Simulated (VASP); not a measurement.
Crystal: CdTe.

```
Cd Te
1.0
     0.00000    3.31040    3.31040
     3.31040    0.00000    3.31040
     3.31040    3.31040    0.00000
Cd Te
1 1
Direct
  0.00000 0.00000 0.00000
  0.25000 0.25000 0.25000
```

- Program: VASP 6.6.1
- Task: relaxation of cell and atoms
- Functional: LDA
- Potentials or basis: VASP PAW LDA potentials, release 64 (Cd, Te)
- Cutoff: 600 eV
- k mesh: 6 × 6 × 6
- Occupations: fermi-dirac, width 0.02 eV
- Spin: no spin polarisation

At the start: pressure -3.4 GPa; volume 36.28 Å³/atom.

Problem. How do energy, volume and symmetry change on relaxing?

Solution. Over 3 steps the energy falls by 37.2 meV/atom and the volume is 33.08 Å³/atom (-8.8 %); space group F-43m (No. 216, to 0.05 Å).

The path:
```
step  energy change (eV)  largest force (eV/Å)  pressure (GPa)  volume (Å³)
   1              0.0000                0.0000           -3.42        72.56
   2             -0.0697                0.0000            1.07        64.73
   3             -0.0745                0.0000            0.01        66.16
```

Final structure:
```
Cd Te
1.0
     0.00000    3.21009    3.21009
     3.21009    0.00000    3.21009
     3.21009    3.21009    0.00000
Cd Te
1 1
Direct
  0.00000 0.00000 0.00000
  0.25000 0.25000 0.25000
```
